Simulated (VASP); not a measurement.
Wanted: the native input for a VASP 6.6.1 run.

```yaml
Task: single point
Functional: PBE
Potentials_or_basis: VASP PAW PBE potentials, release 64 (Al, Ga_d, As)
Cutoff: 520 eV
k_mesh: 3 × 3 × 4
Occupations: gaussian, width 0.1 eV
Spin: no spin polarisation
Dipole_correction: no
Further_INCAR_settings: ALGO = Normal; EDIFF = 1e-07; NBANDS = 41
```

The structure of Al5GaAs6 lies in POSCAR:

```
Al5GaAs6
1.0
    6.9974599983      0.0000000000      0.0000000000
   -3.4987299991      6.0599781205      0.0000000000
    0.0000000000      0.0000000000      6.6448396894
Al Ga As
5 1 6
Direct
    0.3336439559      0.3336439559      0.9994428949
    0.0000000000      0.6663560441      0.9994428949
    0.6663560441      0.0000000000      0.9994428949
    0.6666666667      0.3333333333      0.4999339248
    0.3333333333      0.6666666667      0.4999339248
    0.0000000000      0.0000000000      0.5006884274
    0.3340603108      0.3340603108      0.3737270467
    0.0000000000      0.6659396892      0.3737270467
    0.6659396892      0.0000000000      0.3737270467
    0.6666666667      0.3333333333      0.8739589590
    0.3333333333      0.6666666667      0.8739589590
    0.0000000000      0.0000000000      0.8760159201
```

One way to write it, as run:

INCAR

```
PREC = Accurate
ENCUT = 520
EDIFF = 1E-7
ISMEAR = 0
SIGMA = 0.1
LREAL = False
LASPH = True
NELM = 80
ALGO = Normal
ISIF = 2
LWAVE = False
LCHARG = True
GGA = PE
LELF = True
LVHAR = True
NBANDS = 41
```

KPOINTS

```
regular mesh
0
Gamma
  3 3 4
```

Potentials or basis: VASP PAW PBE potentials, release 64 (Al, Ga_d, As).

Command:

```sh
$ cat potpaw_PBE.64/Al/POTCAR potpaw_PBE.64/Ga_d/POTCAR potpaw_PBE.64/As/POTCAR > POTCAR
$ mpirun -np 1 vasp_std > vasp.out
```

Results of the run:

| Item | Value |
| --- | --- |
| Pressure | 0.3 GPa |
| Largest force | 0.006 eV/Å |
| Band gap on the k mesh | 1.36 eV, direct |

Run time: 83 s on 1 thread of Intel(R) Xeon(R) 6975P-C (Granite Rapids), on a shared host, peak memory 0.43 GiB.
